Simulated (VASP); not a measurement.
The system is MnS.

```
Mn S
1.0
     0.00000    2.80000    2.80000
     2.80000    0.00000    2.80000
     2.80000    2.80000    0.00000
Mn S
1 1
Direct
  0.00000 0.00000 0.00000
  0.25000 0.25000 0.25000
```

Base run:

- Program: VASP 6.6.1
- Functional: r2SCAN
- Potentials or basis: VASP PAW PBE potentials, release 64 (Mn_pv, S)
- Cutoff: 520 eV
- k mesh: 10 × 10 × 10
- Occupations: fermi-dirac, width 0.15 eV
- Spin: collinear spin, ferromagnetic start
- Starting moments: [2.8, 0.0] μB

Its results: pressure 1.7 GPa; net moment 4.99 μB per cell; site moments Mn +4.46; S +0.07 μB.

Problem. The run is repeated on the same cell with these changes: functional from r2SCAN to BLYP; further incar settings from ALGO = Normal; EDIFF = 1e-07; NBANDS = 20 to ALGO = Normal; EDIFF = 1e-06; NBANDS = 20. What comes out?

Solution. Pressure 2.6 GPa; net moment 4.71 μB per cell; site moments Mn +4.18; S +0.09 μB.

Caveats: the PAW data sets were made with another functional, which shifts forces and pressure a little; a cell with one magnetic atom can't hold antiferromagnetic order, which such compounds often take.
